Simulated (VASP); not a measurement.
Write the native input for VASP 6.6.1 that does the following.

```
Task                   : single point
Functional             : PBE
Potentials or basis    : VASP PAW PBE potentials, release 64 (Ga_d, N)
Cutoff                 : 520 eV
k mesh                 : 12 × 12 × 6
Occupations            : gaussian, width 0.05 eV
Spin                   : no spin polarisation
Dipole correction      : no
Further INCAR settings : ALGO = Normal; EDIFF = 1e-07; NBANDS = 26
```

The structure of GaN lies in POSCAR:

```
GaN
1.0
    3.2667053502      0.0000000000      0.0000000000
   -1.6333526751      2.7872412019      0.0000000000
    0.0000000000      0.0000000000      5.2430304702
Ga N
2 2
Direct
    0.3333333333      0.6666666667      0.9991316875
    0.6666666667      0.3333333333      0.4991316875
    0.3333333333      0.6666666667      0.3758683125
    0.6666666667      0.3333333333      0.8758683125
```

This cell differs from its parent crystal: strain +0.0150 x Voigt [1, 0, 0, 0, 0, 0].

These files were run (other wordings do the same):

INCAR

```
SYSTEM = GaN
PREC = Accurate
ENCUT = 520
EDIFF = 1E-7
ISMEAR = 0
SIGMA = 0.05
LREAL = .False.
LASPH = .True.
NELM = 80
ALGO = Normal
ISIF = 2
LWAVE = .False.
LCHARG = .False.
GGA = PE
NBANDS = 26
```

KPOINTS

```
regular mesh
0
Gamma
  12 12 6
  0 0 0
```

Potentials or basis: VASP PAW PBE potentials, release 64 (Ga_d, N).

Run with:

```console
$ cat potpaw_PBE.64/Ga_d/POTCAR potpaw_PBE.64/N/POTCAR > POTCAR
$ mpirun -np 1 vasp_std > vasp.out
```

It gave:

```json
{
  "Pressure": "-2.3 GPa",
  "Largest force": "0.128 eV/Å",
  "Band gap on the k mesh": "1.60 eV, direct"
}
```

Caveat: the cell differs from its parent crystal (strain +0.0150 x Voigt [1, 0, 0, 0, 0, 0]).

It took 89 s on 1 thread of Intel(R) Xeon(R) 6975P-C (Granite Rapids) (shared host), peak memory 0.29 GiB.
